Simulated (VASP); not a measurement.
Runs of VASP 6.6.1 on Li3SeF. The structure is that of space group P6/mmm (No. 191), or close to it. The cells are those of the table. The cell was built from a structure type or drawn by symmetry, and may not be a known phase.

| task | cell | k mesh | cutoff (eV) | gap on the mesh (eV) | pressure (GPa) | relaxed volume (Å³/atom) |
| --- | --- | --- | --- | --- | --- | --- |
| relaxation of cell and atoms | relaxed from a = 4.665, b = 4.665, c = 3.782 Å, angles 90.0, 90.0, 120.0°, 5 atoms | 6 × 6 × 4 | 600 | none | 0.0 | (a) |
| single point | a = 4.665, b = 4.665, c = 3.782 Å, angles 90.0, 90.0, 120.0°, 5 atoms | 6 × 6 × 4 | 520 | none | - | - |
| single point | a = 5.096, b = 5.096, c = 4.704 Å, angles 90.0, 90.0, 120.0°, 5 atoms | 12 × 12 × 8 | 520 | none | - | - |
| single point | a = 5.019, b = 5.019, c = 4.802 Å, angles 90.0, 90.0, 120.0°, 5 atoms | 6 × 6 × 4 | 520 | none | - | - |
| relaxation of cell and atoms | relaxed from a = 5.019, b = 5.019, c = 4.802 Å, angles 90.0, 90.0, 120.0°, 5 atoms | 12 × 12 × 8 | 600 | none | 0.0 | 21.04 |

Alike in all rows: level PBE; potentials or basis VASP PAW PBE potentials, release 64 (Li_sv, Se, F); no spin polarisation; smearing gaussian 0.1 eV.

**Question.** Fill in the values left out.

**Answer.** (a) 20.49.

Caveats: some runs use coarse meshes; the cutoff is under 1.25 times the usual one of these potentials, so pressure, stress and relaxed cells hold a basis-set (Pulay) error; the volume moved by over 15 % at a fixed basis, so the end points are rough (at least some runs).

A k mesh can miss the band edges, and the runs leave out spin-orbit coupling on Se.

A gap of «none» marks levels without a gap at the run's occupations.
